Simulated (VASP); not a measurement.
# TaN (R3m) in VASP: a series of runs

TaN is run at these levels: PBE; tasks: electric field gradients.

Everything below comes from runs of VASP 6.6.1. Logs are shortened: lines on timing, memory, paths and dates and some standing lists are left out, and cuts for length are marked.

### 1 The cell of the first run

Symmetry: R3m, No. 160, trigonal system. Conventional cell: a = 3.082 Å, b = 3.082 Å, c = 7.548 Å, α = 90.00°, β = 90.00°, γ = 120.00°. Ta (site symmetry 3m) has 6 N at 2.07 to 2.30 Å within 2.7 Å. N (site symmetry 3m) has 6 Ta at 2.07 to 2.30 Å within 2.7 Å.

### 2 Electric field gradients, PBE (atom 2 (N) moved by [0.11547, 0.11547, 0.11547] A)

The input, INCAR:

```
SYSTEM = TaN
PREC     = Accurate       ! precision mode
ENCUT    = 520            ! plane-wave cutoff, eV
EDIFF    = 1E-8           ! SCF threshold, eV
ISMEAR   = -1             ! smearing method
SIGMA    = 0.02           ! smearing width, eV
LREAL    = .FALSE.        ! projectors in reciprocal space
LASPH    = .TRUE.         ! aspherical terms in the spheres
NELM     = 60             ! most SCF steps
ALGO     = Normal         ! electronic algorithm
ISIF     = 2              ! what is computed and relaxed
LWAVE    = .FALSE.        ! write WAVECAR
LCHARG   = .FALSE.        ! write CHGCAR
GGA      = PE             ! functional
LEFG     = .TRUE.       
NBANDS   = 15             ! bands
```

The input, KPOINTS:

```
Automatic mesh
0
G
  9 9 9
  0 0 0
```

The input, POSCAR:

```
TaN
1.0
    0.0000000000      2.1790000000      2.1790000000
    2.1790000000      0.0000000000      2.1790000000
    2.1790000000      2.1790000000      0.0000000000
Ta N
1 1
Direct
    0.5000000000      0.5000000000      0.5000000000
    0.0264960991      0.0264960991      0.0264960991
```

Potentials or basis: VASP PAW PBE potentials, release 64 (Ta_pv, N).

Run with:

```console
cat potpaw_PBE.64/Ta_pv/POTCAR potpaw_PBE.64/N/POTCAR > POTCAR
mpirun -np 1 vasp_std > vasp.out
```

OUTCAR:

```text
SYSTEM = TaN
   PREC = Accurate
   ENCUT = 520
   EDIFF = 1E-8
   ISMEAR = -1
   LREAL = .FALSE.
   LASPH = .TRUE.
   NELM = 60
   ISIF = 2
   GGA = PE

 ion  position               nearest neighbor table
   1  0.500  0.500  0.500-   2 2.07   2 2.07   2 2.07   2 2.30   2 2.30   2 2.30
   2  0.026  0.026  0.026-   1 2.07   1 2.07   1 2.07   1 2.30   1 2.30   1 2.30

  LATTYP: Found a face centered cubic cell.
 ALAT       =     4.3580000000

  Lattice vectors:

 A1 = (   0.0000000000,   2.1790000000,   2.1790000000)
 A2 = (   2.1790000000,   0.0000000000,   2.1790000000)
 A3 = (   2.1790000000,   2.1790000000,   0.0000000000)

Analysis of symmetry for initial positions (statically):
=====================================================================
 Subroutine PRICEL returns:
 Original cell was already a primitive cell.

 Routine SETGRP: Setting up the symmetry group for a
 face centered cubic supercell.

 Subroutine GETGRP returns: Found  6 space group operations
 (whereof  6 operations were pure point group operations)
 out of a pool of 48 trial point group operations.

The static configuration has the point symmetry C_3v.

Analysis of symmetry for dynamics (positions and initial velocities):
=====================================================================
 Subroutine PRICEL returns:
 Original cell was already a primitive cell.

 Routine SETGRP: Setting up the symmetry group for a
 face centered cubic supercell.

 Subroutine GETGRP returns: Found  6 space group operations
 (whereof  6 operations were pure point group operations)
 out of a pool of 48 trial point group operations.

The dynamic configuration has the point symmetry C_3v.

 Subroutine INISYM returns: Found  6 space group operations
 (whereof  6 operations are pure point group operations),
 and found     1 'primitive' translations

----------------------------------------------------------------------------------------

                                     Primitive cell

  volume of cell :      20.6920

  direct lattice vectors                    reciprocal lattice vectors
     0.000000000  2.179000000  2.179000000    -0.229463056  0.229463056  0.229463056
     2.179000000  0.000000000  2.179000000     0.229463056 -0.229463056  0.229463056
     2.179000000  2.179000000  0.000000000     0.229463056  0.229463056 -0.229463056

  length of vectors
     3.081571352  3.081571352  3.081571352     0.397441672  0.397441672  0.397441672

  position of ions in fractional coordinates (direct lattice)
     0.500000000  0.500000000  0.500000000
     0.026496099  0.026496099  0.026496099

  ion indices of the primitive-cell ions
   primitive index   ion index
                 1           1
                 2           2

----------------------------------------------------------------------------------------

 KPOINTS: Automatic mesh

Automatic generation of k-mesh.
 Grid dimensions read from file:
 generate k-points for:    9    9    9

 Generating k-lattice:

  Cartesian coordinates                     Fractional coordinates (reciprocal lattice)
    -0.025495895  0.025495895  0.025495895     0.111111111  0.000000000  0.000000000
     0.025495895 -0.025495895  0.025495895     0.000000000  0.111111111  0.000000000
     0.025495895  0.025495895 -0.025495895     0.000000000  0.000000000  0.111111111

  Length of vectors
     0.044160186  0.044160186  0.044160186

  Shift w.r.t. Gamma in fractional coordinates (k-lattice)
     0.000000000  0.000000000  0.000000000

 Subroutine IBZKPT returns following result:
 ===========================================

 Found     85 irreducible k-points:

 Following reciprocal coordinates:
            Coordinates               Weight
  0.000000  0.000000  0.000000      1.000000
  0.111111  0.000000  0.000000      6.000000
  0.111111  0.111111  0.111111      2.000000
  0.222222  0.000000  0.000000      6.000000
  0.222222  0.222222  0.222222      2.000000
  0.333333  0.000000  0.000000      6.000000
[... 16 lines left out ...]
 -0.333333  0.111111  0.000000     12.000000
  0.111111  0.111111  0.444444      6.000000
 [... further k-points ...]
   k-points           NKPTS =     85   k-points in BZ     NKDIM =     85   number of bands    NBANDS=     15
   number of dos      NEDOS =    301   number of ions     NIONS =      2
   total plane-waves  NPLWV =  13824
   dimension x,y,z NGX =    24 NGY =   24 NGZ =   24
   dimension x,y,z NGXF=    48 NGYF=   48 NGZF=   48
   ions per type =               1   1
   NGX,Y,Z   is equivalent  to a cutoff of  12.95, 12.95, 12.95 a.u.
   NGXF,Y,Z  is equivalent  to a cutoff of  25.90, 25.90, 25.90 a.u.
 SYSTEM =  TaN
   PREC   = accura    normal or accurate (medium, high low for compatibility)
   ISTART =      0    job   : 0-new  1-cont  2-samecut
   ICHARG =      2    charge: 1-file 2-atom 10-const
   ISPIN  =      1    spin polarized calculation?
   LNONCOLLINEAR =      F non collinear calculations
   LSORBIT =      F    spin-orbit coupling
   LASPH  =      T    aspherical Exc in radial PAW
   ENCUT  =  520.0 eV  38.22 Ry    6.18 a.u.   5.73  5.73  5.73*2*pi/ulx,y,z
   NELM   =     60;   NELMIN=  2; NELMDL= -5     # of ELM steps
   EDIFF  = 0.1E-07   stopping-criterion for ELM
   LREAL  =      F    real-space projection
   EDIFFG = 0.1E-06   stopping-criterion for IOM
   NSW    =      0    number of steps for IOM
   IBRION =     -1    ionic relax: 0-MD 1-quasi-New 2-CG
   NFREE  =      0    steps in history (QN), initial steepest desc. (CG)
   ISIF   =      2    stress and relaxation
   ISYM   =      2    0-nonsym 1-usesym 2-fastsym
   POTIM  = 0.5000    time-step for ionic-motion
   TEBEG  =    0.0;   TEEND  =   0.0 temperature during run
   PSTRESS=    0.0 pullay stress
   NELECT =      16.0000    total number of electrons
   NUPDOWN=      -1.0000    fix difference up-down
   EMIN   =  10.00;   EMAX   =-10.00  energy-range for DOS
   EFERMI =   0.00;   METHOD = LEGACY
   ISMEAR =    -1;   SIGMA  =   0.02  broadening in eV -4-tet -1-fermi 0-gaus
   EFERMI_NEDOS =   21; number of points for ismear=-14 and -15
   IALGO  =     38    algorithm
   IMIX   =      4    mixing-type and parameters
     AMIX     =   0.40;   BMIX     =  1.00
     AMIX_MAG =   1.60;   BMIX_MAG =  1.00
  volume/ion in A,a.u.               =      10.35        69.82
  Fermi-wavevector in a.u.,A,eV,Ry     =   1.502615  2.839530 30.719922  2.257851
  Thomas-Fermi vector in A             =   2.613832
   LORBIT       =      0    0 simple, 1 ext, 2 COOP (PROOUT), +10 PAW based schemes
   GGA     = PE    functional components
   LHFCALC =     F    Hartree Fock is set to
   AEXX    =    0.0000 exact exchange contribution
   IVDW    =     0    specifies the selected vdW correction
   LEPSILON=     F    determine dielectric tensor
   LRPA    =     F    only Hartree local field effects (RPA)
 non-spin polarized calculation
  energy-cutoff  :      520.00
  volume of cell :       20.69
 maximum number of plane-waves:       568
   NGX = 11   NGY = 11   NGZ = 11

 number of electron      16.0000001 magnetization

 Free energy of the ion-electron system (eV)
  ---------------------------------------------------
  ext. energy  EPLUGINS =         0.00000000
  ---------------------------------------------------
  free energy    TOTEN  =       -21.58586041 eV

  energy without entropy =      -21.58395955  energy(sigma->0) =      -21.58490998

 E-fermi :   9.6561     XC(G=0): -13.5704

 val. band max:        9.6408042104   @ k =  -0.3333   0.1111   0.0000
 cond. band min:       9.6653744057   @ k =   0.1111   0.1111   0.2222
 fundamental gap:      0.0245701953
 Fermi energy:         9.6560681826

 k-point     1 :       0.0000    0.0000    0.0000
  band No.  band energies     occupation
      1     -25.8218      2.00000
      2     -25.8156      2.00000
      3     -25.8156      2.00000
      4      -9.2337      2.00000
      5       5.0123      2.00000
      6       5.2133      2.00000
      7       5.2133      2.00000
      8       7.9565      2.00000
      9       7.9565      2.00000
     10       8.9038      2.00000
     11      10.6087      0.00000
     12      10.6087      0.00000
     13      11.4980      0.00000
     14      19.1582      0.00000
     15      22.3668      0.00000

 k-point     2 :       0.1111    0.0000    0.0000
  band No.  band energies     occupation
      1     -25.9406      2.00000
      2     -25.8301      2.00000
      3     -25.8270      2.00000
      4      -8.9225      2.00000
      5       3.8249      2.00000
      6       4.6578      2.00000
      7       5.1828      2.00000
      8       7.8944      2.00000
      9       8.1243      2.00000
     10       8.7370      2.00000
     11      11.6669      0.00000
     12      11.8097      0.00000
     13      12.4254      0.00000
     14      20.0879      0.00000
     15      22.3665      0.00000

 k-point     3 :       0.1111    0.1111    0.1111
  band No.  band energies     occupation
      1     -25.9406      2.00000
      2     -25.8264      2.00000
      3     -25.8264      2.00000
      4      -8.9320      2.00000
      5       4.1411      2.00000
      6       4.5764      2.00000
      7       4.5764      2.00000
      8       8.2718      2.00000
      9       8.2718      2.00000
     10       8.8602      2.00000
     11      11.6037      0.00000
     12      11.6037      0.00000
     13      12.4292      0.00000
     14      20.1083      0.00000
     15      22.3665      0.00000
[... 343 lines left out ...]
 k-point    23 :      -0.3333    0.1111    0.0000
  band No.  band energies     occupation
      1     -26.6135      2.00000
      2     -25.9939      2.00000
      3     -25.8931      2.00000
      4      -6.7619      2.00000
      5       0.2354      2.00000
      6       2.4147      2.00000
      7       2.9001      2.00000
      8       9.6408      1.36410
      9      10.6910      0.00000
     10      11.7323      0.00000
     11      14.2171      0.00000
     12      15.6650      0.00000
     13      17.8561      0.00000
     14      21.8556      0.00000
     15      22.4031      0.00000

 k-point    24 :       0.1111    0.1111    0.4444
  band No.  band energies     occupation
      1     -26.6097      2.00000
      2     -25.9935      2.00000
      3     -25.8920      2.00000
      4      -6.7683      2.00000
      5       0.1520      2.00000
      6       2.3381      2.00000
      7       3.0287      2.00000
      8       9.5552      1.98717
      9      10.3573      0.00000
     10      12.1658      0.00000
     11      14.5042      0.00000
     12      16.1574      0.00000
     13      17.3066      0.00000
     14      21.4460      0.00000
     15      22.3873      0.00000

 [... further k-points ...]
[... 5 lines left out ...]
  --------------------------------------------------------------------------------------
  -------------------------------------------------------------------------------------
  Total        2.9405803      2.9405803      2.9405803     -0.2774527     -0.2774527     -0.2774527
  in kB      227.6889427    227.6889427    227.6889427    -21.4831419    -21.4831419    -21.4831419
  external PRESSURE =     227.6889427 kB  Pullay stress =       0.0000000 kB

 VOLUME and BASIS-vectors are now :
 -----------------------------------------------------------------------------
  energy-cutoff  :      520.00
  volume of cell :       20.69
      direct lattice vectors                 reciprocal lattice vectors
     0.000000000  2.179000000  2.179000000    -0.229463056  0.229463056  0.229463056
     2.179000000  0.000000000  2.179000000     0.229463056 -0.229463056  0.229463056
     2.179000000  2.179000000  0.000000000     0.229463056  0.229463056 -0.229463056

 POSITION                                       TOTAL-FORCE (eV/Angst)
 -----------------------------------------------------------------------------------
      2.17900      2.17900      2.17900         1.131402      1.131402      1.131402
      0.11547      0.11547      0.11547        -1.131402     -1.131402     -1.131402
 -----------------------------------------------------------------------------------
    total drift:                               -0.000002     -0.000002     -0.000002

  FREE ENERGIE OF THE ION-ELECTRON SYSTEM (eV)
  ---------------------------------------------------
  free  energy   TOTEN  =       -21.5858604150 eV

  energy  without entropy=      -21.5839595492  energy(sigma->0) =      -21.58490998

 Electric field gradients (V/A^2)
---------------------------------------------------------------------
 ion       V_xx      V_yy      V_zz      V_xy      V_xz      V_yz
---------------------------------------------------------------------
   1      -0.000     0.000     0.000    22.404    22.404    22.404
   2       0.000     0.000     0.000     1.322     1.322     1.322
---------------------------------------------------------------------

 Electric field gradients after diagonalization (V/A^2)
 (convention: |V_zz| > |V_xx| > |V_yy|)
----------------------------------------------------------------------
 ion       V_xx      V_yy      V_zz     asymmetry (V_yy - V_xx)/ V_zz
----------------------------------------------------------------------
   1     -22.404   -22.404    44.807       0.000
   2      -1.322    -1.322     2.644       0.000
----------------------------------------------------------------------

           NMR quadrupolar parameters

 Cq : quadrupolar parameter    Cq=e*Q*V_zz/h
 eta: asymmetry parameters     (V_yy - V_xx)/ V_zz
 Q  : nuclear electric quadrupole moment in mb (millibarn)
----------------------------------------------------------------------
 ion       Cq(MHz)       eta       Q (mb)
----------------------------------------------------------------------
   1       0.108       0.000       1.000
   2       0.006       0.000       1.000
----------------------------------------------------------------------
```

It took 18 s on 1 thread of Intel Xeon Platinum 8488C (Sapphire Rapids), shared host; peak memory 0.15 GiB.

Results:

| Property | Result |
| --- | --- |
| Free energy | -21.5859 eV |
| Pressure | 22.8 GPa |
| Largest force | 1.960 eV/Å |
| Band gap on the k mesh | zero (band 8 reaches 11.47 eV, above the bottom of band 9 at 7.96 eV) |

Forces on the atoms (eV/Å):
```
Ta   1.131  1.131  1.131
N   -1.131 -1.131 -1.131
```

Stress tensor (GPa, compression positive):
```
22.77 -2.15 -2.15
-2.15 22.77 -2.15
-2.15 -2.15 22.77
```

Electric field gradients, principal values (V/Å²):
```tsv
atom	least	middle	greatest (by size)
1 Ta	-22.404	-22.404	44.807
2 N	-1.322	-1.322	2.644
```

Caveat: the cell differs from its parent crystal (atom 2 (N) moved by [0.11547, 0.11547, 0.11547] A); without QUAD_EFG the Cq values of the log hold for a quadrupole moment of 1 mb, not for the nuclei; spin-orbit coupling is left out, which moves the levels of the heavy elements; forces of over 1 eV/Å act on the atoms, so gaps and moduli don't describe the material at rest.

[end of part 1 of 2]
